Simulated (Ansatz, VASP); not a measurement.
TaAs: VASP beside Ansatz

The input POSCAR:

```
TaAs
1.0
    0.0000000000      2.6402332679      2.6402332679
    2.6402332679      0.0000000000      2.6402332679
    2.6402332679      2.6402332679      0.0000000000
Ta As
1 1
Direct
    0.5000000000      0.5000000000      0.5000000000
    0.0000000000      0.0000000000      0.0000000000
```

File INCAR.step1:

```
SYSTEM = TaAs
PREC = Accurate ; ENCUT = 520
ISMEAR = 0 ; SIGMA = 0.05
LREAL = .FALSE. ; LASPH = .TRUE.
NELM = 80 ; NBANDS = 15
GGA = PE ; ALGO = Normal
EDIFF = 1E-4 ; LWAVE = .TRUE.
LCHARG = .FALSE.
```

The input INCAR.step2:

```
SYSTEM = TaAs
PREC = Accurate ; ENCUT = 520
EDIFF = 1E-7 ; ISMEAR = 0
SIGMA = 0.05 ; LREAL = .FALSE.
LASPH = .TRUE. ; NELM = 80
ALGO = Normal ; ISIF = 2
LWAVE = .FALSE. ; LCHARG = .FALSE.
METAGGA = R2SCAN ; LMIXTAU = .TRUE.
NBANDS = 15 ; ISTART = 1
```

File KPOINTS:

```
regular mesh
0
G
  12 12 12
  0 0 0
```

Input for Ansatz:

```yaml
crystal:
  lattice:
    - [0.0, 2.6402332679, 2.6402332679]
    - [2.6402332679, 0.0, 2.6402332679]
    - [2.6402332679, 2.6402332679, 0.0]
  atoms:
    - { symbol: Ta, position: [0.5, 0.5, 0.5] }
    - { symbol: As, position: [0.0, 0.0, 0.0] }
basis:
  ecutwfc: 500
  ecutrho_ratio: 4
kpoints:
  mp_grid: { grid: [12, 12, 12] }
hamiltonian:
  xc: r2scan
scf:
  occupations: { method: gaussian, width: 0.05 }
output:
  forces: true
  stress: true
  eigenvalues: true
```

Alike in both runs: task single point; functional r2SCAN; k mesh 12 × 12 × 12; occupations gaussian, width 0.05 eV; no spin polarisation.

|  | VASP | Ansatz |
| --- | --- | --- |
| version | VASP 6.6.1 | Ansatz 0.2.0 |
| potentials or method | VASP PAW PBE potentials, release 64 (Ta_pv, As), cutoff 520 eV | scalar-relativistic, plane waves, PAW |
| valence electrons in the cell | 16 | 28 |

```csv
,VASP,Ansatz,Ansatz less VASP
gap on the k mesh at the Fermi level (eV),none,none,-
pressure (GPa),-3.3,-3.8,-0.44
```

VASP's potentials were made for PBE, not for r2SCAN. A gap of «none» marks a metal or a gap that the smearing closes. VASP's potentials hold 16 valence electrons a cell and Ansatz's 28, so a difference there can come from the potentials and not from the codes.

Spin-orbit coupling is off throughout.
